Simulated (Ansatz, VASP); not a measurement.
## SnO: VASP beside Ansatz

```xyz
4
Lattice="4.0426 0.0000 0.0000 0.0000 4.0426 0.0000 0.0000 0.0000 4.2071" Properties=species:S:1:pos:R:3 pbc="T T T"
Sn    0.0000    2.0213    1.0204
Sn    2.0213    0.0000    3.1868
O     0.0000    0.0000    0.0000
O     2.0213    2.0213    0.0000
```

Alike in both runs: task single point; functional PBEsol; k mesh 12 × 12 × 10; occupations gaussian, width 0.15 eV; no spin polarisation.

|  | VASP | Ansatz |
| --- | --- | --- |
| version | VASP 6.6.1 | Ansatz 0.2.0 |
| potentials or method | VASP PAW PBE potentials, release 64 (Sn_d, O), cutoff 520 eV | scalar-relativistic, plane waves, PAW |
| valence electrons in the cell | 40 | 40 |

|  | VASP | Ansatz | Ansatz less VASP |
| --- | --- | --- | --- |
| gap on the k mesh at the Fermi level (eV) | 0.68 | 0.68 | -0.002 |
| least direct gap on the mesh (eV) | 1.38 | 1.39 | +0.015 |
| pressure (GPa) | -2.6 | -2.9 | -0.28 |
| traceless stress, the component that is largest in VASP (GPa) | 6.60 | 6.71 | +0.109 |
| rms of the force components (eV/Å) | 0.164 | 0.134 | -0.0302 |

VASP's potentials were made for PBE, not for PBEsol. Atom by atom the forces differ by 0.030 eV/Å (rms over components).
